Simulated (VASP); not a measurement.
Runs of VASP 6.6.1 on CdTe. The structure is that of space group P3m1 (No. 156), or close to it. The cells are those of the table. 

| cell | smearing | gap on the mesh (eV) | largest force (eV/Å) |
| --- | --- | --- | --- |
| a = 4.679, b = 4.679, c = 13.596 Å, angles 90.0, 90.0, 120.0°, 6 atoms | gaussian 0.05 eV | none | 0.84 |
| a = 4.679, b = 4.679, c = 23.596 Å, angles 90.0, 90.0, 120.0°, 6 atoms | gaussian 0.01 eV | none | 0.84 |
| a = 4.679, b = 4.679, c = 23.596 Å, angles 90.0, 90.0, 120.0°, 6 atoms | gaussian 0.05 eV | none | (a) |
| a = 4.679, b = 4.679, c = 15.596 Å, angles 90.0, 90.0, 120.0°, 6 atoms | gaussian 0.05 eV | none | 0.84 |
| a = 4.679, b = 4.679, c = 23.596 Å, angles 90.0, 90.0, 120.0°, 6 atoms | fermi-dirac 0.3 eV | 0.20 | 0.56 |

Alike in all rows: task single point; level PBE; potentials or basis VASP PAW PBE potentials, release 64 (Te, Cd); no spin polarisation; k mesh 9 × 9 × 1; cutoff (eV) 520.

Problem. Estimate the missing entries.

Solution. (a) 0.82.

Caveats: some runs use coarse meshes; spin-orbit coupling is left out, which moves the levels of the heavy elements.

A k mesh can miss the band edges, and the runs leave out spin-orbit coupling on Cd, Te.

A gap of «none» marks levels without a gap at the run's occupations.
